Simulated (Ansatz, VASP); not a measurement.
**KBr: VASP beside Ansatz**

Contents of INCAR:

```
PREC = Accurate
ENCUT = 520
EDIFF = 1E-7
ISMEAR = 0
SIGMA = 0.01
LREAL = False
LASPH = True
NELM = 60
ALGO = Normal
ISIF = 2
LWAVE = False
LCHARG = False
GGA = PE
NBANDS = 15
```

Contents of KPOINTS:

```
Automatic mesh
0
Gamma
  6 6 6
```

File POSCAR:

```
KBr
1.0
    0.0000000000      3.3504479108      3.3504479108
    3.3504479108      0.0000000000      3.3504479108
    3.3504479108      3.3504479108      0.0000000000
K Br
1 1
Direct
    0.0000000000      0.0000000000      0.0000000000
    0.5000000000      0.5000000000      0.5000000000
```

Input for Ansatz:

```yaml
crystal:
  lattice:
    - [0.0, 3.3504479108, 3.3504479108]
    - [3.3504479108, 0.0, 3.3504479108]
    - [3.3504479108, 3.3504479108, 0.0]
  atoms:
    - { symbol: K, position: [0.0, 0.0, 0.0] }
    - { symbol: Br, position: [0.5, 0.5, 0.5] }
kpoints:
  mp_grid: { grid: [6, 6, 6] }
hamiltonian:
  xc: pbe
scf:
  occupations: { method: fixed }
  n_extra_bands: 4
output:
  forces: true
  stress: true
  eigenvalues: true
```

Alike in both runs: task single point; functional PBE; k mesh 6 × 6 × 6; no spin polarisation.

|  | VASP | Ansatz |
| --- | --- | --- |
| version | VASP 6.6.1 | Ansatz 0.2.0 |
| potentials or method | VASP PAW PBE potentials, release 64 (K_sv, Br) | plane waves, PAW |
| plane-wave cutoff (eV) | 520 | 420 |
| occupations | gaussian, width 0.01 eV | fixed |
| valence electrons in the cell | 16 | 16 |

|  | VASP | Ansatz | Ansatz less VASP |
| --- | --- | --- | --- |
| gap on the k mesh at the Fermi level (eV) | 4.31 | 4.32 | +0.001 |
| pressure (GPa) | 0.1 | 0.0 | -0.03 |
